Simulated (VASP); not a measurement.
# GaN (Fm-3m) in VASP: further runs, part 2 of 3

VASP 6.6.1.

## Step 4: Single point, PBE

This run uses another cell than the first one, of 9.37 Å³/atom, 0.936 times its volume.

File INCAR:

```
PREC = Accurate ; ENCUT = 520
EDIFF = 1E-7 ; ISMEAR = 0
SIGMA = 0.01 ; LREAL = F
LASPH = T ; NELM = 100
ALGO = Normal ; ISIF = 2
LWAVE = F ; LCHARG = F
GGA = PE ; NBANDS = 16
```

File KPOINTS:

```
regular mesh
0
Gamma
  10 10 10
```

File POSCAR:

```
GaN
1.0
    0.0000000000      2.1085153661      2.1085153661
    2.1085153661      0.0000000000      2.1085153661
    2.1085153661      2.1085153661      0.0000000000
Ga N
1 1
Direct
    0.5000000000      0.5000000000      0.5000000000
    0.0000000000      0.0000000000      0.0000000000
```

Potentials or basis: VASP PAW PBE potentials, release 64 (Ga_d, N).

On the command line:

```bash
> cat potpaw_PBE.64/Ga_d/POTCAR potpaw_PBE.64/N/POTCAR > POTCAR
> mpirun -np 1 vasp_std > vasp.out
```

OUTCAR:

```text
PREC = Accurate
   ENCUT = 520
   EDIFF = 1E-7
   ISMEAR = 0
   LREAL = F
   LASPH = T
   NELM = 100
   ISIF = 2
   GGA = PE

 ion  position               nearest neighbor table
   1  0.500  0.500  0.500-   2 2.11   2 2.11   2 2.11   2 2.11   2 2.11   2 2.11
   2  0.000  0.000  0.000-   1 2.11   1 2.11   1 2.11   1 2.11   1 2.11   1 2.11

  LATTYP: Found a face centered cubic cell.
 ALAT       =     4.2170307322

  Lattice vectors:

 A1 = (   0.0000000000,   2.1085153661,   2.1085153661)
 A2 = (   2.1085153661,   0.0000000000,   2.1085153661)
 A3 = (   2.1085153661,   2.1085153661,   0.0000000000)

Analysis of symmetry for initial positions (statically):
=====================================================================
 Subroutine PRICEL returns:
 Original cell was already a primitive cell.

 Routine SETGRP: Setting up the symmetry group for a
 face centered cubic supercell.

 Subroutine GETGRP returns: Found 48 space group operations
 (whereof 48 operations were pure point group operations)
 out of a pool of 48 trial point group operations.

The static configuration has the point symmetry O_h .

Analysis of symmetry for dynamics (positions and initial velocities):
=====================================================================
 Subroutine PRICEL returns:
 Original cell was already a primitive cell.

 Routine SETGRP: Setting up the symmetry group for a
 face centered cubic supercell.

 Subroutine GETGRP returns: Found 48 space group operations
 (whereof 48 operations were pure point group operations)
 out of a pool of 48 trial point group operations.

The dynamic configuration has the point symmetry O_h .

 Subroutine INISYM returns: Found 48 space group operations
 (whereof 48 operations are pure point group operations),
 and found     1 'primitive' translations

----------------------------------------------------------------------------------------

                                     Primitive cell

  volume of cell :      18.7482

  direct lattice vectors                    reciprocal lattice vectors
     0.000000000  2.108515366  2.108515366    -0.237133676  0.237133676  0.237133676
     2.108515366  0.000000000  2.108515366     0.237133676 -0.237133676  0.237133676
     2.108515366  2.108515366  0.000000000     0.237133676  0.237133676 -0.237133676

  length of vectors
     2.981891027  2.981891027  2.981891027     0.410727575  0.410727575  0.410727575

  position of ions in fractional coordinates (direct lattice)
     0.500000000  0.500000000  0.500000000
     0.000000000  0.000000000  0.000000000

  ion indices of the primitive-cell ions
   primitive index   ion index
                 1           1
                 2           2

----------------------------------------------------------------------------------------

 KPOINTS: regular mesh

Automatic generation of k-mesh.
 Grid dimensions read from file:
 generate k-points for:   10   10   10

 Generating k-lattice:

  Cartesian coordinates                     Fractional coordinates (reciprocal lattice)
    -0.023713368  0.023713368  0.023713368     0.100000000  0.000000000  0.000000000
     0.023713368 -0.023713368  0.023713368     0.000000000  0.100000000  0.000000000
     0.023713368  0.023713368 -0.023713368     0.000000000  0.000000000  0.100000000

  Length of vectors
     0.041072758  0.041072758  0.041072758

  Shift w.r.t. Gamma in fractional coordinates (k-lattice)
     0.000000000  0.000000000  0.000000000

 Subroutine IBZKPT returns following result:
 ===========================================

 Found     47 irreducible k-points:

 Following reciprocal coordinates:
            Coordinates               Weight
  0.000000  0.000000  0.000000      1.000000
  0.100000  0.000000  0.000000      8.000000
  0.200000  0.000000  0.000000      8.000000
  0.300000  0.000000  0.000000      8.000000
  0.400000  0.000000  0.000000      8.000000
  0.500000  0.000000  0.000000      4.000000
[... 16 lines left out ...]
  0.300000  0.300000  0.000000      6.000000
  0.400000  0.300000  0.000000     24.000000
 [... further k-points ...]
   k-points           NKPTS =     47   k-points in BZ     NKDIM =     47   number of bands    NBANDS=     16
   number of dos      NEDOS =    301   number of ions     NIONS =      2
   total plane-waves  NPLWV =  13824
   dimension x,y,z NGX =    24 NGY =   24 NGZ =   24
   dimension x,y,z NGXF=    48 NGYF=   48 NGZF=   48
   ions per type =               1   1
   NGX,Y,Z   is equivalent  to a cutoff of  13.38, 13.38, 13.38 a.u.
   NGXF,Y,Z  is equivalent  to a cutoff of  26.76, 26.76, 26.76 a.u.
 SYSTEM =  unknown system
   PREC   = accura    normal or accurate (medium, high low for compatibility)
   ISTART =      0    job   : 0-new  1-cont  2-samecut
   ICHARG =      2    charge: 1-file 2-atom 10-const
   ISPIN  =      1    spin polarized calculation?
   LNONCOLLINEAR =      F non collinear calculations
   LSORBIT =      F    spin-orbit coupling
   LASPH  =      T    aspherical Exc in radial PAW
   ENCUT  =  520.0 eV  38.22 Ry    6.18 a.u.   5.54  5.54  5.54*2*pi/ulx,y,z
   NELM   =    100;   NELMIN=  2; NELMDL= -5     # of ELM steps
   EDIFF  = 0.1E-06   stopping-criterion for ELM
   LREAL  =      F    real-space projection
   EDIFFG = 0.1E-05   stopping-criterion for IOM
   NSW    =      0    number of steps for IOM
   IBRION =     -1    ionic relax: 0-MD 1-quasi-New 2-CG
   NFREE  =      0    steps in history (QN), initial steepest desc. (CG)
   ISIF   =      2    stress and relaxation
   ISYM   =      2    0-nonsym 1-usesym 2-fastsym
   POTIM  = 0.5000    time-step for ionic-motion
   TEBEG  =    0.0;   TEEND  =   0.0 temperature during run
   PSTRESS=    0.0 pullay stress
   NELECT =      18.0000    total number of electrons
   NUPDOWN=      -1.0000    fix difference up-down
   EMIN   =  10.00;   EMAX   =-10.00  energy-range for DOS
   EFERMI =   0.00;   METHOD = LEGACY
   ISMEAR =     0;   SIGMA  =   0.01  broadening in eV -4-tet -1-fermi 0-gaus
   EFERMI_NEDOS =   21; number of points for ismear=-14 and -15
   IALGO  =     38    algorithm
   IMIX   =      4    mixing-type and parameters
     AMIX     =   0.40;   BMIX     =  1.00
     AMIX_MAG =   1.60;   BMIX_MAG =  1.00
  volume/ion in A,a.u.               =       9.37        63.26
  Fermi-wavevector in a.u.,A,eV,Ry     =   1.615024  3.051952 35.488097  2.608302
  Thomas-Fermi vector in A             =   2.709838
   LORBIT       =      0    0 simple, 1 ext, 2 COOP (PROOUT), +10 PAW based schemes
   GGA     = PE    functional components
   LHFCALC =     F    Hartree Fock is set to
   AEXX    =    0.0000 exact exchange contribution
   IVDW    =     0    specifies the selected vdW correction
   LEPSILON=     F    determine dielectric tensor
   LRPA    =     F    only Hartree local field effects (RPA)
 non-spin polarized calculation
 Gauss-broadening in eV      SIGMA  =   0.01
  energy-cutoff  :      520.00
  volume of cell :       18.75
 maximum number of plane-waves:       531
 NGX is ok and might be reduce to    24
   NGX = 11   NGY = 11   NGZ = 11

 number of electron      18.0000008 magnetization

 Free energy of the ion-electron system (eV)
  ---------------------------------------------------
  ext. energy  EPLUGINS =         0.00000000
  ---------------------------------------------------
  free energy    TOTEN  =       -11.18524888 eV

  energy without entropy =      -11.18524888  energy(sigma->0) =      -11.18524888

 E-fermi :   8.0807     XC(G=0): -13.1185

 val. band max:        7.9571817383   @ k =  -0.2000   0.2000   0.0000
 cond. band min:       8.6188703330   @ k =   0.5000   0.5000   0.0000
 fundamental gap:      0.6616885947
 Fermi energy:         8.0807088134

 k-point     1 :       0.0000    0.0000    0.0000
  band No.  band energies     occupation
      1      -9.3874      2.00000
      2      -6.0026      2.00000
      3      -6.0026      2.00000
      4      -6.0026      2.00000
      5      -5.9066      2.00000
      6      -5.9066      2.00000
[... 8 lines left out ...]
     15      23.9036      0.00000
     16      23.9036      0.00000
[... 419 lines left out ...]
 k-point    24 :       0.4000    0.3000    0.0000
  band No.  band energies     occupation
      1      -7.7093      2.00000
      2      -6.1390      2.00000
      3      -5.8671      2.00000
      4      -5.8180      2.00000
      5      -5.7646      2.00000
      6      -4.7742      2.00000
[... 8 lines left out ...]
     15      32.8403      0.00000
     16      34.2818      0.00000

 [... further k-points ...]
[... 5 lines left out ...]
  --------------------------------------------------------------------------------------
  -------------------------------------------------------------------------------------
  Total        1.0630743      1.0630743      1.0630743     -0.0000000     -0.0000000      0.0000000
  in kB       90.8476900     90.8476900     90.8476900     -0.0000000     -0.0000000      0.0000000
  external PRESSURE =      90.8476900 kB  Pullay stress =       0.0000000 kB

 VOLUME and BASIS-vectors are now :
 -----------------------------------------------------------------------------
  energy-cutoff  :      520.00
  volume of cell :       18.75
      direct lattice vectors                 reciprocal lattice vectors
     0.000000000  2.108515366  2.108515366    -0.237133676  0.237133676  0.237133676
     2.108515366  0.000000000  2.108515366     0.237133676 -0.237133676  0.237133676
     2.108515366  2.108515366  0.000000000     0.237133676  0.237133676 -0.237133676

 POSITION                                       TOTAL-FORCE (eV/Angst)
 -----------------------------------------------------------------------------------
      2.10852      2.10852      2.10852         0.000000     -0.000000     -0.000000
      0.00000      0.00000      0.00000        -0.000000      0.000000      0.000000
 -----------------------------------------------------------------------------------
    total drift:                                0.000000     -0.000000      0.000000

  FREE ENERGIE OF THE ION-ELECTRON SYSTEM (eV)
  ---------------------------------------------------
  free  energy   TOTEN  =       -11.1852488788 eV

  energy  without entropy=      -11.1852488788  energy(sigma->0) =      -11.18524888
```

OSZICAR:

```text
N       E                     dE             d eps       ncg     rms          rms(c)
DAV:   1     0.747057488388E+02    0.74706E+02   -0.88869E+03  1672   0.215E+03
DAV:   2    -0.857972777155E+01   -0.83285E+02   -0.77320E+02  1776   0.325E+02
DAV:   3    -0.129775293191E+02   -0.43978E+01   -0.43830E+01  1720   0.627E+01
DAV:   4    -0.130171790167E+02   -0.39650E-01   -0.39647E-01  1840   0.625E+00
DAV:   5    -0.130175965917E+02   -0.41757E-03   -0.41757E-03  1808   0.601E-01    0.737E+00
DAV:   6    -0.112070733113E+02    0.18105E+01   -0.43307E+00  2136   0.401E+01    0.239E+00
DAV:   7    -0.112000094632E+02    0.70638E-02   -0.23747E-01  1760   0.523E+00    0.157E+00
DAV:   8    -0.111871016130E+02    0.12908E-01   -0.31603E-02  1656   0.217E+00    0.520E-01
DAV:   9    -0.111852567546E+02    0.18449E-02   -0.68895E-03  1816   0.197E+00    0.115E-01
DAV:  10    -0.111852520106E+02    0.47440E-05   -0.59154E-04  1744   0.304E-01    0.179E-02
DAV:  11    -0.111852470967E+02    0.49139E-05   -0.43692E-05  1840   0.709E-02    0.115E-02
DAV:  12    -0.111852489397E+02   -0.18430E-05   -0.24430E-06  1784   0.285E-02    0.327E-03
DAV:  13    -0.111852488788E+02    0.60845E-07   -0.20031E-07  1696   0.430E-03
   1 F= -.11185249E+02 E0= -.11185249E+02  d E =-.364653E-70
```

stdout:

```text
POSCAR found type information on POSCAR GaN
 POSCAR found :  2 types and       2 ions
 scaLAPACK will be used
 LDA part: xc-table for (Slater+PW92), standard interpolation
 POSCAR, INCAR and KPOINTS ok, starting setup
 FFT: planning ... GRIDC
 FFT: planning ... GRID_SOFT
 FFT: planning ... GRID
 WAVECAR not read
 entering main loop
```

Wall time 35 s (1 thread of AMD EPYC 7R13, shared host); peak memory 0.11 GiB.

Results:

| Item | Value |
| --- | --- |
| Free energy | -11.1852 eV |
| Pressure | 9.1 GPa |
| Band gap on the k mesh | 0.66 eV, indirect (least direct gap 2.83 eV) |

Levels at points of the mesh, in eV from the valence-band top:
| k point | band 5 | band 6 | band 7 | band 8 | band 9 | band 10 | band 11 | band 12 | band 13 | band 14 |
| --- | --- | --- | --- | --- | --- | --- | --- | --- | --- | --- |
| (0.00, 0.00, 0.00) | -13.86 | -13.86 | -0.49 | -0.49 | -0.49 | 2.34 | 14.79 | 14.79 | 14.79 | 15.95 |
| (0.50, 0.00, 0.00) | -13.73 | -13.73 | -8.26 | -0.14 | -0.14 | 4.75 | 9.16 | 9.16 | 9.52 | 16.45 |
| (0.50, 0.50, 0.00) | -13.67 | -10.95 | -7.15 | -3.04 | -3.04 | 0.66 | 7.86 | 12.02 | 14.62 | 14.62 |

(Part 2 of 3 ends here.)
